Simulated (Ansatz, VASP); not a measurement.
## Two plane-wave programs on Hf2N

```
Hf N
1.0
     5.58009    0.00000    0.00000
     0.00000    5.58009    0.00000
     0.00000    0.00000    3.13880
Hf N
4 2
Direct
  0.29546 0.29546 0.00000
  0.70454 0.70454 0.00000
  0.79546 0.20454 0.50000
  0.20454 0.79546 0.50000
  0.00000 0.00000 0.00000
  0.50000 0.50000 0.50000
```

Alike in both runs: task single point; functional PBEsol; k mesh 8 × 8 × 14; occupations gaussian, width 0.15 eV; no spin polarisation.

```csv
,VASP,Ansatz
version,VASP 6.6.1,Ansatz 0.2.0
potentials or method,"VASP PAW PBE potentials, release 64 (Hf_pv, N), cutoff 520 eV","scalar-relativistic, plane waves, PAW"
valence electrons in the cell,50,114
```

```csv
,VASP,Ansatz,Ansatz less VASP
gap on the k mesh at the Fermi level (eV),none,none,-
pressure (GPa),-13.2,-12.2,+0.99
"traceless stress, the component that is largest in VASP (GPa)",13.61,13.70,+0.091
rms of the force components (eV/Å),0.183,0.175,-0.0081
```

VASP's potentials were made for PBE, not for PBEsol, and Ansatz warns of the same on its side. Atom by atom the forces differ by 0.008 eV/Å (rms over components). A gap of «none» marks a metal or a gap that the smearing closes. VASP's potentials hold 50 valence electrons a cell and Ansatz's 114, so a difference there can come from the potentials and not from the codes.

Spin-orbit coupling is off throughout.
